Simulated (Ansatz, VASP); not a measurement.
## Two plane-wave programs on C

```
C
1.0
     0.00000    2.08944    3.26416
     1.20714    0.00000    3.26416
     1.20714    2.08944    0.00000
C
2
Direct
  0.14321 0.85679 0.14321
  0.85679 0.14321 0.85679
```

Alike in both runs: task single point; functional PBEsol; dispersion D3(BJ); k mesh 16 × 16 × 16; occupations gaussian, width 0.03 eV; no spin polarisation.

```csv
,VASP,Ansatz
version,VASP 6.6.1,Ansatz 0.2.0
potentials or method,"VASP PAW PBE potentials, release 64 (C), cutoff 520 eV","scalar-relativistic, plane waves, PAW"
valence electrons in the cell,8,8
```

Ansatz gave:

```
gap on the k mesh at the Fermi level (eV) : none
rms of the force components (eV/Å)        : 8.978
```

Estimate VASP's values.

gap on the k mesh at the Fermi level (eV): none; rms of the force components (eV/Å): 9.054.

VASP's potentials were made for PBE, not for PBEsol, and Ansatz warns of the same on its side. Atom by atom the forces differ by 0.076 eV/Å (rms over components). A gap of «none» marks a metal or a gap that the smearing closes.
